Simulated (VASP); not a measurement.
# Zn4HO4 (a cell with a defect) in VASP: further runs

Zn4HO4 (a cell with a defect) is run at these levels: PBEsol; tasks: single point.

Program: VASP 6.6.1. These are calculated values, not measurements. Logs are shortened: lines on timing, memory, paths and dates and some standing lists are left out, and cuts for length are marked.

### Step 1. The cell of the first run

The cell holds a defect, 9 atoms: a = 5.515 Å, b = 5.515 Å, c = 3.243 Å, α = 90.00°, β = 90.00°, γ = 90.00°.

### Step 2. Single point, PBEsol

INCAR

```
PREC = Accurate
ENCUT = 520
EDIFF = 1E-6
ISMEAR = 0
SIGMA = 0.05
LREAL = F
LASPH = T
NELM = 100
ALGO = Normal
ISIF = 2
LWAVE = F
LCHARG = F
GGA = PS
NBANDS = 46
```

KPOINTS

```
Automatic mesh
0
Gamma
  4 4 8
```

POSCAR

```
Zn4HO4
1.0
    5.5148137916      0.0000000000      0.0000000000
    0.0000000000      5.5148137916      0.0000000000
    0.0000000000      0.0000000000      3.2430062931
Zn O H
4 4 1
Direct
    0.1820657240      0.1820657240      0.5000000000
    0.8179342760      0.8179342760      0.5000000000
    0.6820657240      0.3179342760      0.0000000000
    0.3179342760      0.6820657240      0.0000000000
    0.8180023132      0.1819976868      0.5000000000
    0.1819976868      0.8180023132      0.5000000000
    0.6819976868      0.6819976868      0.0000000000
    0.3180023132      0.3180023132      0.0000000000
    1.0000405349     -0.3180023132      0.0000000000
```

Potentials or basis: VASP PAW PBE potentials, release 64 (Zn, O, H).

Run with:

```console
$ cat potpaw_PBE.64/Zn/POTCAR potpaw_PBE.64/O/POTCAR potpaw_PBE.64/H/POTCAR > POTCAR
$ mpirun -np 1 vasp_std > vasp.out
```

OUTCAR:

```text
PREC = Accurate
   ENCUT = 520
   EDIFF = 1E-6
   ISMEAR = 0
   LREAL = F
   LASPH = T
   NELM = 100
   ISIF = 2
   GGA = PS

 ion  position               nearest neighbor table
   1  0.182  0.182  0.500-   8 1.94   8 1.94   5 2.01   6 2.01   2 2.84
   2  0.818  0.818  0.500-   7 1.94   7 1.94   5 2.01   6 2.01   1 2.84
   3  0.682  0.318  0.000-   5 1.94   5 1.94   8 2.01   7 2.01   4 2.84
   4  0.318  0.682  0.000-   9 1.75   6 1.94   6 1.94   7 2.01   8 2.01   3 2.84
   5  0.818  0.182  0.500-   3 1.94   3 1.94   1 2.01   2 2.01
   6  0.182  0.818  0.500-   4 1.94   4 1.94   1 2.01   2 2.01
   7  0.682  0.682  0.000-   2 1.94   2 1.94   4 2.01   3 2.01
   8  0.318  0.318  0.000-   1 1.94   1 1.94   4 2.01   3 2.01
   9  0.000  0.682  0.000-   4 1.75

  LATTYP: Found a simple tetragonal cell.
 ALAT       =     5.5148137916
 C/A-ratio  =     0.5880536344

  Lattice vectors:

 A1 = (   5.5148137916,   0.0000000000,   0.0000000000)
 A2 = (   0.0000000000,   5.5148137916,   0.0000000000)
 A3 = (   0.0000000000,   0.0000000000,   3.2430062931)

Analysis of symmetry for initial positions (statically):
=====================================================================
 Subroutine PRICEL returns:
 Original cell was already a primitive cell.

 Routine SETGRP: Setting up the symmetry group for a
 simple tetragonal supercell.

 Subroutine GETGRP returns: Found  2 space group operations
 (whereof  2 operations were pure point group operations)
 out of a pool of 16 trial point group operations.

The static configuration has the point symmetry C_1h.

Analysis of symmetry for dynamics (positions and initial velocities):
=====================================================================
 Subroutine PRICEL returns:
 Original cell was already a primitive cell.

 Routine SETGRP: Setting up the symmetry group for a
 simple tetragonal supercell.

 Subroutine GETGRP returns: Found  2 space group operations
 (whereof  2 operations were pure point group operations)
 out of a pool of 16 trial point group operations.

The dynamic configuration has the point symmetry C_1h.

 Subroutine INISYM returns: Found  2 space group operations
 (whereof  2 operations are pure point group operations),
 and found     1 'primitive' translations

----------------------------------------------------------------------------------------

                                     Primitive cell

  volume of cell :      98.6301

  direct lattice vectors                    reciprocal lattice vectors
     5.514813792  0.000000000  0.000000000     0.181329785  0.000000000  0.000000000
     0.000000000  5.514813792  0.000000000     0.000000000  0.181329785  0.000000000
     0.000000000  0.000000000  3.243006293     0.000000000  0.000000000  0.308355862

  length of vectors
     5.514813792  5.514813792  3.243006293     0.181329785  0.181329785  0.308355862

  position of ions in fractional coordinates (direct lattice)
     0.182065724  0.182065724  0.500000000
     0.817934276  0.817934276  0.500000000
     0.682065724  0.317934276  0.000000000
     0.317934276  0.682065724  0.000000000
     0.818002313  0.181997687  0.500000000
     0.181997687  0.818002313  0.500000000
     0.681997687  0.681997687  0.000000000
     0.318002313  0.318002313  0.000000000
     0.000040535  0.681997687  0.000000000

  ion indices of the primitive-cell ions
   primitive index   ion index
                 1           1
                 2           2
                 3           3
                 4           4
                 5           5
                 6           6
                 7           7
                 8           8
                 9           9

----------------------------------------------------------------------------------------

 KPOINTS: Automatic mesh

Automatic generation of k-mesh.
 Grid dimensions read from file:
 generate k-points for:    4    4    8

 Generating k-lattice:

  Cartesian coordinates                     Fractional coordinates (reciprocal lattice)
     0.045332446  0.000000000  0.000000000     0.250000000  0.000000000  0.000000000
     0.000000000  0.045332446  0.000000000     0.000000000  0.250000000  0.000000000
     0.000000000  0.000000000  0.038544483     0.000000000  0.000000000  0.125000000

  Length of vectors
     0.045332446  0.045332446  0.038544483

  Shift w.r.t. Gamma in fractional coordinates (k-lattice)
     0.000000000  0.000000000  0.000000000

 Subroutine IBZKPT returns following result:
 ===========================================

 Found     50 irreducible k-points:

 Following reciprocal coordinates:
            Coordinates               Weight
  0.000000  0.000000  0.000000      1.000000
  0.250000  0.000000  0.000000      2.000000
  0.000000  0.250000  0.000000      2.000000
  0.500000  0.000000  0.000000      1.000000
  0.000000  0.500000  0.000000      1.000000
  0.250000  0.250000  0.000000      2.000000
[... 16 lines left out ...]
  0.000000  0.250000  0.250000      4.000000
  0.500000  0.000000  0.250000      2.000000
 [... further k-points ...]
   k-points           NKPTS =     50   k-points in BZ     NKDIM =     50   number of bands    NBANDS=     46
   number of dos      NEDOS =    301   number of ions     NIONS =      9
   total plane-waves  NPLWV =  42336
   dimension x,y,z NGX =    42 NGY =   42 NGZ =   24
   dimension x,y,z NGXF=    84 NGYF=   84 NGZF=   48
   ions per type =               4   4   1
   NGX,Y,Z   is equivalent  to a cutoff of  12.66, 12.66, 12.30 a.u.
   NGXF,Y,Z  is equivalent  to a cutoff of  25.32, 25.32, 24.61 a.u.
 SYSTEM =  unknown system
   PREC   = accura    normal or accurate (medium, high low for compatibility)
   ISTART =      0    job   : 0-new  1-cont  2-samecut
   ICHARG =      2    charge: 1-file 2-atom 10-const
   ISPIN  =      1    spin polarized calculation?
   LNONCOLLINEAR =      F non collinear calculations
   LSORBIT =      F    spin-orbit coupling
   LASPH  =      T    aspherical Exc in radial PAW
   ENCUT  =  520.0 eV  38.22 Ry    6.18 a.u.  10.25 10.25  6.03*2*pi/ulx,y,z
   NELM   =    100;   NELMIN=  2; NELMDL= -5     # of ELM steps
   EDIFF  = 0.1E-05   stopping-criterion for ELM
   LREAL  =      F    real-space projection
   EDIFFG = 0.1E-04   stopping-criterion for IOM
   NSW    =      0    number of steps for IOM
   IBRION =     -1    ionic relax: 0-MD 1-quasi-New 2-CG
   NFREE  =      0    steps in history (QN), initial steepest desc. (CG)
   ISIF   =      2    stress and relaxation
   ISYM   =      2    0-nonsym 1-usesym 2-fastsym
   POTIM  = 0.5000    time-step for ionic-motion
   TEBEG  =    0.0;   TEEND  =   0.0 temperature during run
   PSTRESS=    0.0 pullay stress
   NELECT =      73.0000    total number of electrons
   NUPDOWN=      -1.0000    fix difference up-down
   EMIN   =  10.00;   EMAX   =-10.00  energy-range for DOS
   EFERMI =   0.00;   METHOD = LEGACY
   ISMEAR =     0;   SIGMA  =   0.05  broadening in eV -4-tet -1-fermi 0-gaus
   EFERMI_NEDOS =   21; number of points for ismear=-14 and -15
   IALGO  =     38    algorithm
   IMIX   =      4    mixing-type and parameters
     AMIX     =   0.40;   BMIX     =  1.00
     AMIX_MAG =   1.60;   BMIX_MAG =  1.00
  volume/ion in A,a.u.               =      10.96        73.95
  Fermi-wavevector in a.u.,A,eV,Ry     =   1.480855  2.798411 29.836656  2.192932
  Thomas-Fermi vector in A             =   2.594838
   LORBIT       =      0    0 simple, 1 ext, 2 COOP (PROOUT), +10 PAW based schemes
   GGA     = PS    functional components
   LHFCALC =     F    Hartree Fock is set to
   AEXX    =    0.0000 exact exchange contribution
   IVDW    =     0    specifies the selected vdW correction
   LEPSILON=     F    determine dielectric tensor
   LRPA    =     F    only Hartree local field effects (RPA)
 non-spin polarized calculation
 Gauss-broadening in eV      SIGMA  =   0.05
  energy-cutoff  :      520.00
  volume of cell :       98.63
 maximum number of plane-waves:      2684
 NGX is ok and might be reduce to    42
   NGX = 21   NGY = 21   NGZ = 13

 number of electron      73.0000002 magnetization

 Free energy of the ion-electron system (eV)
  ---------------------------------------------------
  ext. energy  EPLUGINS =         0.00000000
  ---------------------------------------------------
  free energy    TOTEN  =       -39.40808393 eV

  energy without entropy =      -39.40359558  energy(sigma->0) =      -39.40583976

 E-fermi :   2.6809     XC(G=0): -11.1329

 val. band max:        2.6785094955   @ k =   0.5000   0.0000   0.5000
 cond. band min:       2.6857651378   @ k =   0.2500   0.0000   0.2500
 fundamental gap:      0.0072556423
 Fermi energy:         2.6809471310

 k-point     1 :       0.0000    0.0000    0.0000
  band No.  band energies     occupation
      1     -17.2955      2.00000
      2     -16.5714      2.00000
      3     -16.3413      2.00000
      4     -16.1338      2.00000
      5      -5.8649      2.00000
      6      -5.2938      2.00000
[... 38 lines left out ...]
     45      11.2025      0.00000
     46      13.0250      0.00000

 k-point     2 :       0.2500    0.0000    0.0000
  band No.  band energies     occupation
      1     -17.2117      2.00000
      2     -16.6698      2.00000
      3     -16.3163      2.00000
      4     -16.1493      2.00000
      5      -6.0627      2.00000
      6      -5.3615      2.00000
[... 38 lines left out ...]
     45      11.6083      0.00000
     46      12.1377      0.00000

 k-point     3 :       0.0000    0.2500    0.0000
  band No.  band energies     occupation
      1     -17.2325      2.00000
      2     -16.6137      2.00000
      3     -16.3861      2.00000
      4     -16.1146      2.00000
      5      -5.8725      2.00000
      6      -5.3491      2.00000
[... 1018 lines left out ...]
     45      10.4422      0.00000
     46      10.7113      0.00000

 k-point    24 :       0.5000    0.0000    0.2500
  band No.  band energies     occupation
      1     -16.9181      2.00000
      2     -16.6485      2.00000
      3     -16.1769      2.00000
      4     -16.1125      2.00000
      5      -6.2541      2.00000
      6      -5.2842      2.00000
[... 38 lines left out ...]
     45      10.2416      0.00000
     46      10.4912      0.00000

 [... further k-points ...]
[... 5 lines left out ...]
  --------------------------------------------------------------------------------------
  -------------------------------------------------------------------------------------
  Total        3.0233732      2.3562147      5.0026190     -0.0111215      0.0000000      0.0000000
  in kB       49.1125907     38.2750661     81.2640594     -0.1806610      0.0000000      0.0000000
  external PRESSURE =      56.2172387 kB  Pullay stress =       0.0000000 kB

 VOLUME and BASIS-vectors are now :
 -----------------------------------------------------------------------------
  energy-cutoff  :      520.00
  volume of cell :       98.63
      direct lattice vectors                 reciprocal lattice vectors
     5.514813792  0.000000000  0.000000000     0.181329785  0.000000000  0.000000000
     0.000000000  5.514813792  0.000000000     0.000000000  0.181329785  0.000000000
     0.000000000  0.000000000  3.243006293     0.000000000  0.000000000  0.308355862

 POSITION                                       TOTAL-FORCE (eV/Angst)
 -----------------------------------------------------------------------------------
      1.00406      1.00406      1.62150         0.009008      0.098920      0.000000
      4.51076      4.51076      1.62150         0.088310      0.353930      0.000000
      3.76147      1.75335      0.00000        -0.018498     -0.297268      0.000000
      1.75335      3.76147      0.00000        -0.099365     -0.368917      0.000000
      4.51113      1.00368      1.62150        -0.065724     -0.086474      0.000000
      1.00368      4.51113      1.62150         0.588373      0.569064      0.000000
      3.76109      3.76109      0.00000        -0.905687      0.013409      0.000000
      1.75372      1.75372      0.00000         0.313539     -0.076106      0.000000
      0.00022      3.76109      0.00000         0.090043     -0.206559      0.000000
 -----------------------------------------------------------------------------------
    total drift:                               -0.000084      0.000098      0.000000

  FREE ENERGIE OF THE ION-ELECTRON SYSTEM (eV)
  ---------------------------------------------------
  free  energy   TOTEN  =       -39.4080839345 eV

  energy  without entropy=      -39.4035955809  energy(sigma->0) =      -39.40583976
```

It took 3.3 min on 1 thread of Intel Xeon Platinum 8259CL at 2.50GHz (Skylake/Cascade Lake), shared host; peak memory 0.31 GiB.

Results:

| Item | Value |
| --- | --- |
| Free energy | -39.4081 eV |
| Pressure | 5.6 GPa |
| Largest force | 0.906 eV/Å |
| Band gap on the k mesh | zero (an odd number of electrons rules out a gap without spin polarisation) |

Forces in eV/Å, atoms in the order of the input:
```
Zn   0.009  0.099  0.000
Zn   0.088  0.354  0.000
Zn  -0.018 -0.297  0.000
Zn  -0.099 -0.369  0.000
O   -0.066 -0.086  0.000
O    0.588  0.569  0.000
O   -0.906  0.013  0.000
O    0.314 -0.076  0.000
H    0.090 -0.207  0.000
```

Stress tensor (GPa, compression positive):
```
 4.91 -0.02  0.00
-0.02  3.83  0.00
 0.00  0.00  8.13
```

Caveat: the PAW data sets were made with another functional, which shifts forces and pressure a little; an odd number of electrons without spin polarisation forces a metal; a magnetic or distorted state may lie lower.

### Step 3. Single point, PBEsol

INCAR

```
SYSTEM = Zn4HO4
PREC     = Accurate       ! precision mode
ENCUT    = 520            ! plane-wave cutoff, eV
EDIFF    = 1E-6           ! SCF threshold, eV
ISMEAR   = 0              ! smearing method
SIGMA    = 0.05           ! smearing width, eV
LREAL    = .FALSE.        ! projectors in reciprocal space
LASPH    = .TRUE.         ! aspherical terms in the spheres
NELM     = 60             ! most SCF steps
ALGO     = Normal         ! electronic algorithm
ISIF     = 2              ! what is computed and relaxed
LWAVE    = .FALSE.        ! write WAVECAR
LCHARG   = .FALSE.        ! write CHGCAR
GGA      = PS             ! functional
NBANDS   = 46             ! bands
```

KPOINTS

```
regular mesh
0
G
  4 4 8
  0 0 0
```

Changes to POSCAR since step 2:

```diff
@@ -16,2 +16,2 @@
     0.3180023132      0.3180023132      0.0000000000
-    1.0000405349     -0.3180023132      0.0000000000
+    1.0000405349     -0.7180023132      0.0000000000
```

Potentials or basis: VASP PAW PBE potentials, release 64 (Zn, O, H).

Run with:

```console
$ cat potpaw_PBE.64/Zn/POTCAR potpaw_PBE.64/O/POTCAR potpaw_PBE.64/H/POTCAR > POTCAR
$ mpirun -np 1 vasp_std > vasp.out
```

Run time: 3.3 min. Hardware: 1 thread of Intel Xeon Platinum 8259CL at 2.50GHz (Skylake/Cascade Lake), shared host; peak memory 0.31 GiB.

It converged, with:

```
Free energy            : -39.3775 eV
Pressure               : 6.1 GPa
Largest force          : 0.920 eV/Å
Band gap on the k mesh : zero (an odd number of electrons rules out a gap without spin polarisation)
```

Forces in eV/Å, atoms in the order of the input:
```
Zn   0.021 -0.323  0.000
Zn  -0.024 -0.097  0.000
Zn  -0.066  0.357  0.000
Zn   0.039  0.281  0.000
O   -0.539 -0.454  0.000
O    0.069  0.025  0.000
O   -0.223  0.023  0.000
O    0.915  0.097  0.000
H   -0.192  0.091  0.000
```

Stress tensor (GPa, compression positive):
```
5.63 0.00 0.00
0.00 3.70 0.00
0.00 0.00 9.01
```

Levels at points of the mesh, in eV from the Fermi level:
```
           k point  band 32  band 33  band 34  band 35  band 36  band 37  band 38  band 39  band 40  band 41
(0.00, 0.00, 0.00)    -2.71    -2.50    -2.21    -2.01    -1.88    -1.79     1.22     3.32     4.35     5.09
(0.50, 0.00, 0.00)    -3.41    -2.38    -2.37    -2.26    -2.21    -0.71     1.29     2.63     4.04     5.24
(0.00, 0.50, 0.00)    -3.25    -2.75    -2.49    -2.15    -2.05    -0.74     1.36     2.95     4.20     5.53
(0.50, 0.50, 0.00)    -3.09    -2.65    -2.61    -2.59    -2.58    -0.69     2.31     2.53     2.76     5.53
(0.00, 0.00, 0.50)    -3.73    -3.69    -3.60    -3.15    -3.13     1.09     3.86     4.57     5.63     5.95
(0.50, 0.00, 0.50)    -3.72    -3.58    -3.45    -2.91    -2.85     0.05     3.86     4.08     4.81     5.50
(0.00, 0.50, 0.50)    -3.76    -3.44    -3.37    -2.90    -2.86     0.91     4.00     4.70     4.71     5.13
(0.50, 0.50, 0.50)    -3.40    -3.31    -3.21    -3.06    -3.04    -0.04     3.41     3.76     4.01     5.06
```

Caveat: the PAW data sets were made with another functional, which shifts forces and pressure a little; an odd number of electrons without spin polarisation forces a metal; a magnetic or distorted state may lie lower.

### Step 4. Single point, PBEsol

INCAR

```
SYSTEM = Zn4HO4
  PREC = Accurate
  ENCUT = 520
  EDIFF = 1E-6
  ISMEAR = 0
  SIGMA = 0.05
  LREAL = .False.
  LASPH = .True.
  NELM = 60
  ALGO = Normal
  ISIF = 2
  LWAVE = .False.
  LCHARG = .False.
  GGA = PS
  NBANDS = 46
```

KPOINTS

```
Automatic mesh
0
Gamma
  4 4 8
  0 0 0
```

Changes to POSCAR since step 3:

```diff
@@ -16,2 +16,2 @@
     0.3180023132      0.3180023132      0.0000000000
-    1.0000405349     -0.7180023132      0.0000000000
+    1.0000405349     -0.1180023132      0.5000000000
```

Run with:

```console
$ cat potpaw_PBE.64/Zn/POTCAR potpaw_PBE.64/O/POTCAR potpaw_PBE.64/H/POTCAR > POTCAR
$ mpirun -np 1 vasp_std > vasp.out
```

Run time: 2.3 min. Hardware: 1 thread of AMD EPYC 9R45 (Zen 5), shared host; peak memory 0.27 GiB.

It converged, with:

| Property | Result |
| --- | --- |
| Free energy | -34.9857 eV |
| Pressure | 22.7 GPa |
| Largest force | 22.321 eV/Å |
| Band gap on the k mesh | zero (an odd number of electrons rules out a gap without spin polarisation) |

Forces on the atoms (eV/Å):
```
Zn    0.593   1.817   0.000
Zn  -21.227  -6.902   0.000
Zn   -0.059  -0.038   0.000
Zn    0.646  -0.813   0.000
O     0.158  -0.144   0.000
O     2.523  -0.507   0.000
O    -0.255   0.042   0.000
O    -0.059   0.036   0.000
H    17.680   6.509   0.000
```

Stress tensor (GPa, compression positive):
```
45.43 11.69  0.00
11.69 13.89  0.00
 0.00  0.00  8.85
```

Levels at points of the mesh, in eV from the Fermi level:
```tsv
k point	band 32	band 33	band 34	band 35	band 36	band 37	band 38	band 39	band 40	band 41
(0.00, 0.00, 0.00)	-4.10	-4.09	-3.66	-3.29	-3.18	-2.89	1.52	1.87	3.16	3.84
(0.50, 0.00, 0.00)	-4.89	-4.17	-3.72	-3.71	-3.59	-0.53	-0.23	2.18	2.64	4.08
(0.00, 0.50, 0.00)	-4.62	-4.60	-4.21	-3.48	-3.35	-0.66	-0.10	2.40	2.48	4.00
(0.50, 0.50, 0.00)	-4.61	-4.40	-3.94	-3.94	-3.90	0.13	0.74	1.22	1.38	3.50
(0.00, 0.00, 0.50)	-5.50	-5.03	-4.84	-4.66	-4.45	1.31	2.34	3.93	3.98	4.42
(0.50, 0.00, 0.50)	-5.47	-4.99	-4.69	-4.45	-4.12	0.87	2.48	3.10	3.29	4.01
(0.00, 0.50, 0.50)	-5.08	-5.01	-4.60	-4.59	-4.18	1.27	2.52	3.21	3.33	3.66
(0.50, 0.50, 0.50)	-5.13	-4.54	-4.52	-4.47	-4.27	0.77	2.02	2.13	2.35	4.14
```

Caveat: atoms lie so close that the PAW spheres overlap strongly, which falsifies energies and pressures; the PAW data sets were made with another functional, which shifts forces and pressure a little; an odd number of electrons without spin polarisation forces a metal; a magnetic or distorted state may lie lower.

### Step 5. The runs side by side

```tsv
cell	gap on the mesh (eV)	pressure (GPa)	largest force (eV/Å)
as given, atomic positions A	none	5.6	0.91
as given, atomic positions B	none	6.1	0.92
as given, atomic positions C	none	22.7	22.32
```

Alike in all rows: task single point; level PBEsol; potentials or basis VASP PAW PBE potentials, release 64 (Zn, O, H); no spin polarisation; k mesh 4 × 4 × 8; cutoff (eV) 520; smearing gaussian 0.05 eV.

Caveats: the PAW data sets were made with another functional, which shifts forces and pressure a little; an odd number of electrons without spin polarisation forces a metal; a magnetic or distorted state may lie lower; atoms lie so close that the PAW spheres overlap strongly, which falsifies energies and pressures (at least some runs).

Absolute energies hang on the potentials; compare differences alone.
